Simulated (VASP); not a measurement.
# HRh2 (Fm-3m) in VASP: further runs

HRh2 is run at these levels: PBE; tasks: single point, relaxation of cell and atoms.

All numbers are computed with VASP 6.6.1; they aren't measurements. Logs are shortened: lines on timing, memory, paths and dates and some standing lists are left out, and cuts for length are marked.

### Step 1. The cell of the first run

Symmetry: Fm-3m, No. 225, cubic system. The conventional cell has a = 5.153 Å, b = 5.153 Å, c = 5.153 Å, α = 90.00°, β = 90.00°, γ = 90.00°. H (site symmetry m-3m) has 8 Rh at 2.23 Å within 3.0 Å. Within 3.0 Å of Rh (site symmetry -43m) lie 4 H at 2.23 Å and 6 Rh at 2.58 Å.

### Step 2. Single point, PBE

File INCAR:

```
ALGO = Normal
EDIFF = 1E-6
ENCUT = 520
GGA = PE
ISIF = 2
ISMEAR = 0
LASPH = True
LCHARG = False
LREAL = False
LWAVE = False
NBANDS = 22
NELM = 60
PREC = Accurate
SIGMA = 0.1
```

File KPOINTS:

```
k-points
0
Gamma
  16 16 16
```

File POSCAR:

```
HRh2
1.0
    0.0000000000      2.5763891747      2.5763891747
    2.5763891747      0.0000000000      2.5763891747
    2.5763891747      2.5763891747      0.0000000000
H Rh
1 2
Direct
    0.0000000000      0.0000000000      0.0000000000
    0.2500000000      0.2500000000      0.2500000000
    0.7500000000      0.7500000000      0.7500000000
```

Potentials or basis: VASP PAW PBE potentials, release 64 (H, Rh_pv).

Launch:

```console
cat potpaw_PBE.64/H/POTCAR potpaw_PBE.64/Rh_pv/POTCAR > POTCAR
mpirun -np 1 vasp_std > vasp.out
```

OUTCAR:

```text
EDIFF = 1E-6
   ENCUT = 520
   GGA = PE
   ISIF = 2
   ISMEAR = 0
   LASPH = True
   LREAL = False
   NELM = 60
   PREC = Accurate

 ion  position               nearest neighbor table
   1  0.000  0.000  0.000-
   2  0.250  0.250  0.250-   3 2.58   3 2.58   3 2.58   3 2.58   3 2.58   3 2.58
   3  0.750  0.750  0.750-   2 2.58   2 2.58   2 2.58   2 2.58   2 2.58   2 2.58

  LATTYP: Found a face centered cubic cell.
 ALAT       =     5.1527783494

  Lattice vectors:

 A1 = (   0.0000000000,   2.5763891747,   2.5763891747)
 A2 = (   2.5763891747,   0.0000000000,   2.5763891747)
 A3 = (   2.5763891747,   2.5763891747,   0.0000000000)

Analysis of symmetry for initial positions (statically):
=====================================================================
 Subroutine PRICEL returns:
 Original cell was already a primitive cell.

 Routine SETGRP: Setting up the symmetry group for a
 face centered cubic supercell.

 Subroutine GETGRP returns: Found 48 space group operations
 (whereof 48 operations were pure point group operations)
 out of a pool of 48 trial point group operations.

The static configuration has the point symmetry O_h .

Analysis of symmetry for dynamics (positions and initial velocities):
=====================================================================
 Subroutine PRICEL returns:
 Original cell was already a primitive cell.

 Routine SETGRP: Setting up the symmetry group for a
 face centered cubic supercell.

 Subroutine GETGRP returns: Found 48 space group operations
 (whereof 48 operations were pure point group operations)
 out of a pool of 48 trial point group operations.

The dynamic configuration has the point symmetry O_h .

 Subroutine INISYM returns: Found 48 space group operations
 (whereof 48 operations are pure point group operations),
 and found     1 'primitive' translations

----------------------------------------------------------------------------------------

                                     Primitive cell

  volume of cell :      34.2030

  direct lattice vectors                    reciprocal lattice vectors
     0.000000000  2.576389175  2.576389175    -0.194070059  0.194070059  0.194070059
     2.576389175  0.000000000  2.576389175     0.194070059 -0.194070059  0.194070059
     2.576389175  2.576389175  0.000000000     0.194070059  0.194070059 -0.194070059

  length of vectors
     3.643564513  3.643564513  3.643564513     0.336139203  0.336139203  0.336139203

  position of ions in fractional coordinates (direct lattice)
     0.000000000  0.000000000  0.000000000
     0.250000000  0.250000000  0.250000000
     0.750000000  0.750000000  0.750000000

  ion indices of the primitive-cell ions
   primitive index   ion index
                 1           1
                 2           2
                 3           3

----------------------------------------------------------------------------------------

 KPOINTS: k-points

Automatic generation of k-mesh.
 Grid dimensions read from file:
 generate k-points for:   16   16   16

 Generating k-lattice:

  Cartesian coordinates                     Fractional coordinates (reciprocal lattice)
    -0.012129379  0.012129379  0.012129379     0.062500000  0.000000000  0.000000000
     0.012129379 -0.012129379  0.012129379     0.000000000  0.062500000  0.000000000
     0.012129379  0.012129379 -0.012129379     0.000000000  0.000000000  0.062500000

  Length of vectors
     0.021008700  0.021008700  0.021008700

  Shift w.r.t. Gamma in fractional coordinates (k-lattice)
     0.000000000  0.000000000  0.000000000

 Subroutine IBZKPT returns following result:
 ===========================================

 Found    145 irreducible k-points:

 Following reciprocal coordinates:
            Coordinates               Weight
  0.000000  0.000000  0.000000      1.000000
  0.062500  0.000000  0.000000      8.000000
  0.125000  0.000000  0.000000      8.000000
  0.187500  0.000000  0.000000      8.000000
  0.250000  0.000000  0.000000      8.000000
  0.312500  0.000000  0.000000      8.000000
[... 16 lines left out ...]
 -0.125000  0.062500  0.000000     24.000000
 -0.062500  0.062500  0.000000     12.000000
 [... further k-points ...]
   k-points           NKPTS =    145   k-points in BZ     NKDIM =    145   number of bands    NBANDS=     22
   number of dos      NEDOS =    301   number of ions     NIONS =      3
   total plane-waves  NPLWV =  21952
   dimension x,y,z NGX =    28 NGY =   28 NGZ =   28
   dimension x,y,z NGXF=    56 NGYF=   56 NGZF=   56
   ions per type =               1   2
   NGX,Y,Z   is equivalent  to a cutoff of  12.78, 12.78, 12.78 a.u.
   NGXF,Y,Z  is equivalent  to a cutoff of  25.55, 25.55, 25.55 a.u.
 SYSTEM =  unknown system
   PREC   = accura    normal or accurate (medium, high low for compatibility)
   ISTART =      0    job   : 0-new  1-cont  2-samecut
   ICHARG =      2    charge: 1-file 2-atom 10-const
   ISPIN  =      1    spin polarized calculation?
   LNONCOLLINEAR =      F non collinear calculations
   LSORBIT =      F    spin-orbit coupling
   LASPH  =      T    aspherical Exc in radial PAW
   ENCUT  =  520.0 eV  38.22 Ry    6.18 a.u.   6.77  6.77  6.77*2*pi/ulx,y,z
   NELM   =     60;   NELMIN=  2; NELMDL= -5     # of ELM steps
   EDIFF  = 0.1E-05   stopping-criterion for ELM
   LREAL  =      F    real-space projection
   EDIFFG = 0.1E-04   stopping-criterion for IOM
   NSW    =      0    number of steps for IOM
   IBRION =     -1    ionic relax: 0-MD 1-quasi-New 2-CG
   NFREE  =      0    steps in history (QN), initial steepest desc. (CG)
   ISIF   =      2    stress and relaxation
   ISYM   =      2    0-nonsym 1-usesym 2-fastsym
   POTIM  = 0.5000    time-step for ionic-motion
   TEBEG  =    0.0;   TEEND  =   0.0 temperature during run
   PSTRESS=    0.0 pullay stress
   NELECT =      31.0000    total number of electrons
   NUPDOWN=      -1.0000    fix difference up-down
   EMIN   =  10.00;   EMAX   =-10.00  energy-range for DOS
   EFERMI =   0.00;   METHOD = LEGACY
   ISMEAR =     0;   SIGMA  =   0.10  broadening in eV -4-tet -1-fermi 0-gaus
   EFERMI_NEDOS =   21; number of points for ismear=-14 and -15
   IALGO  =     38    algorithm
   IMIX   =      4    mixing-type and parameters
     AMIX     =   0.40;   BMIX     =  1.00
     AMIX_MAG =   1.60;   BMIX_MAG =  1.00
  volume/ion in A,a.u.               =      11.40        76.94
  Fermi-wavevector in a.u.,A,eV,Ry     =   1.584312  2.993915 34.151211  2.510043
  Thomas-Fermi vector in A             =   2.683949
   LORBIT       =      0    0 simple, 1 ext, 2 COOP (PROOUT), +10 PAW based schemes
   GGA     = PE    functional components
   LHFCALC =     F    Hartree Fock is set to
   AEXX    =    0.0000 exact exchange contribution
   IVDW    =     0    specifies the selected vdW correction
   LEPSILON=     F    determine dielectric tensor
   LRPA    =     F    only Hartree local field effects (RPA)
 non-spin polarized calculation
 Gauss-broadening in eV      SIGMA  =   0.10
  energy-cutoff  :      520.00
  volume of cell :       34.20
 maximum number of plane-waves:       941
   NGX = 13   NGY = 13   NGZ = 13

 number of electron      30.9999992 magnetization

 Free energy of the ion-electron system (eV)
  ---------------------------------------------------
  ext. energy  EPLUGINS =         0.00000000
  ---------------------------------------------------
  free energy    TOTEN  =       -16.10540008 eV

  energy without entropy =      -16.08713689  energy(sigma->0) =      -16.09626848

 E-fermi :   9.2082     XC(G=0): -12.9102

 val. band max:        9.2048357391   @ k =  -0.3750   0.2500   0.0000
 cond. band min:       9.2088980251   @ k =   0.5000   0.2500   0.1250
 fundamental gap:      0.0040622860
 Fermi energy:         9.2082336572

 k-point     1 :       0.0000    0.0000    0.0000
  band No.  band energies     occupation
      1     -37.2048      2.00000
      2     -37.2048      2.00000
      3     -37.2048      2.00000
      4     -36.7423      2.00000
      5     -36.7423      2.00000
      6     -36.7423      2.00000
[... 14 lines left out ...]
     21      20.3877      0.00000
     22      24.1303      0.00000

 k-point     2 :       0.0625    0.0000    0.0000
  band No.  band energies     occupation
      1     -37.2013      2.00000
      2     -37.2007      2.00000
      3     -37.2007      2.00000
      4     -36.7478      2.00000
      5     -36.7470      2.00000
      6     -36.7470      2.00000
[... 14 lines left out ...]
     21      20.4764      0.00000
     22      23.9374      0.00000

 k-point     3 :       0.1250    0.0000    0.0000
  band No.  band energies     occupation
      1     -37.1908      2.00000
      2     -37.1884      2.00000
      3     -37.1884      2.00000
      4     -36.7641      2.00000
      5     -36.7611      2.00000
      6     -36.7611      2.00000
[... 14 lines left out ...]
     21      20.7063      0.00000
     22      23.4640      0.00000

 k-point     4 :       0.1875    0.0000    0.0000
  band No.  band energies     occupation
      1     -37.1734      2.00000
      2     -37.1683      2.00000
      3     -37.1683      2.00000
      4     -36.7900      2.00000
      5     -36.7838      2.00000
      6     -36.7838      2.00000
[... 14 lines left out ...]
     21      20.9934      0.00000
     22      23.0081      0.00000

 k-point     5 :       0.2500    0.0000    0.0000
  band No.  band energies     occupation
      1     -37.1494      2.00000
      2     -37.1411      2.00000
      3     -37.1411      2.00000
      4     -36.8240      2.00000
      5     -36.8141      2.00000
      6     -36.8141      2.00000
[... 417 lines left out ...]
 k-point    22 :      -0.1875    0.0625    0.0000
  band No.  band energies     occupation
      1     -37.2044      2.00000
      2     -37.1391      2.00000
      3     -37.1337      2.00000
      4     -36.8269      2.00000
      5     -36.8200      2.00000
      6     -36.7505      2.00000
[... 14 lines left out ...]
     21      22.1920      0.00000
     22      22.4927      0.00000

 k-point    23 :      -0.1250    0.0625    0.0000
  band No.  band energies     occupation
      1     -37.2114      2.00000
      2     -37.1665      2.00000
      3     -37.1632      2.00000
      4     -36.7920      2.00000
      5     -36.7878      2.00000
      6     -36.7394      2.00000
[... 14 lines left out ...]
     21      21.7022      0.00000
     22      22.9012      0.00000

 k-point    24 :      -0.0625    0.0625    0.0000
  band No.  band energies     occupation
      1     -37.2102      2.00000
      2     -37.1873      2.00000
      3     -37.1857      2.00000
      4     -36.7651      2.00000
      5     -36.7631      2.00000
      6     -36.7383      2.00000
[... 14 lines left out ...]
     21      21.0613      0.00000
     22      23.4440      0.00000

 [... further k-points ...]

------------------------ aborting loop because EDIFF is reached ----------------------------------------

  FORCE on cell =-STRESS in cart. coord.  units (eV):
  Direction    XX          YY          ZZ          XY          YZ          ZX
  --------------------------------------------------------------------------------------
  -------------------------------------------------------------------------------------
  Total        0.0013061      0.0013061      0.0013061     -0.0000000      0.0000000     -0.0000000
  in kB        0.0611801      0.0611801      0.0611801     -0.0000000      0.0000000     -0.0000000
  external PRESSURE =       0.0611801 kB  Pullay stress =       0.0000000 kB

 VOLUME and BASIS-vectors are now :
 -----------------------------------------------------------------------------
  energy-cutoff  :      520.00
  volume of cell :       34.20
      direct lattice vectors                 reciprocal lattice vectors
     0.000000000  2.576389175  2.576389175    -0.194070059  0.194070059  0.194070059
     2.576389175  0.000000000  2.576389175     0.194070059 -0.194070059  0.194070059
     2.576389175  2.576389175  0.000000000     0.194070059  0.194070059 -0.194070059

 POSITION                                       TOTAL-FORCE (eV/Angst)
 -----------------------------------------------------------------------------------
      0.00000      0.00000      0.00000        -0.000000     -0.000000     -0.000000
      1.28819      1.28819      1.28819        -0.000000     -0.000000     -0.000000
      3.86458      3.86458      3.86458         0.000000      0.000000      0.000000
 -----------------------------------------------------------------------------------
    total drift:                                0.000000      0.000000      0.000000

  FREE ENERGIE OF THE ION-ELECTRON SYSTEM (eV)
  ---------------------------------------------------
  free  energy   TOTEN  =       -16.1054000778 eV

  energy  without entropy=      -16.0871368909  energy(sigma->0) =      -16.09626848
```

It took 1.9 min on 1 thread of Intel Xeon 8259CL, shared host; peak memory 0.23 GiB.

What came out:

```yaml
Free_energy: -16.1054 eV
Pressure: 0.0 GPa
Band_gap_on_the_k_mesh: zero (an odd number of electrons rules out a gap without spin polarisation)
```

### Step 3. Relaxation of cell and atoms, PBE

This run uses another cell than the first one, of 11.38 Å³/atom.

File INCAR:

```
SYSTEM = HRh2
PREC     = Accurate       ! precision mode
ENCUT    = 600            ! plane-wave cutoff, eV
EDIFF    = 1E-6           ! SCF threshold, eV
ISMEAR   = 0              ! smearing method
SIGMA    = 0.1            ! smearing width, eV
LREAL    = .FALSE.        ! projectors in reciprocal space
LASPH    = .TRUE.         ! aspherical terms in the spheres
NELM     = 100            ! most SCF steps
ALGO     = Normal         ! electronic algorithm
ISIF     = 3              ! what is computed and relaxed
LWAVE    = .FALSE.        ! write WAVECAR
LCHARG   = .FALSE.        ! write CHGCAR
GGA      = PE             ! functional
IBRION   = 2              ! ionic algorithm
NSW      = 100            ! ionic steps
EDIFFG   = -0.01          ! ionic threshold
```

File KPOINTS:

```
regular mesh
0
G
  16 16 16
  0 0 0
```

File POSCAR:

```
HRh2
1.0
    0.0000000000      2.5744495190      2.5744495190
    2.5744495190      0.0000000000      2.5744495190
    2.5744495190      2.5744495190      0.0000000000
H Rh
1 2
Direct
    0.0000000000      0.0000000000      0.0000000000
    0.2500000000      0.2500000000      0.2500000000
    0.7500000000      0.7500000000      0.7500000000
```

Potentials or basis: VASP PAW PBE potentials, release 64 (H, Rh_pv).

Launch:

```console
cat potpaw_PBE.64/H/POTCAR potpaw_PBE.64/Rh_pv/POTCAR > POTCAR
mpirun -np 1 vasp_std > vasp.out
```

It took 4.3 min on 1 thread of Intel Xeon 8259CL, shared host; peak memory 0.25 GiB.

It converged, with:

```yaml
Free_energy: -16.1052 eV
Relaxed_volume: 11.40 Å³/atom
Relaxed_cell: a = 3.643 Å, b = 3.643 Å, c = 3.643 Å, α = 60.00°, β = 60.00°, γ = 60.00°
Space_group_after_relaxing_to_0.1_Å: Fm-3m (No. 225)
Energy_gained_by_relaxing: 0.0 meV/atom
Ionic_steps: 3
Pressure_after_relaxing: 0.1 GPa
Band_gap_on_the_k_mesh: zero (an odd number of electrons rules out a gap without spin polarisation)
```

Final structure:
```
CELL_PARAMETERS angstrom
0.00000 2.57598 2.57598
2.57598 0.00000 2.57598
2.57598 2.57598 0.00000
ATOMIC_POSITIONS crystal
H 0.00000 0.00000 0.00000
Rh 0.25000 0.25000 0.25000
Rh 0.75000 0.75000 0.75000
```

Levels at points of the mesh, in eV from the Fermi level:
```
           k point  band 13  band 14  band 15  band 16  band 17  band 18
(0.00, 0.00, 0.00)     0.59     0.59     0.59     2.19     2.19     3.13
(0.50, 0.00, 0.00)    -1.51    -1.51    -1.47    -1.47     0.24     0.41
(0.50, 0.50, 0.00)    -1.44    -1.01    -1.01     0.79     2.07     4.61
```
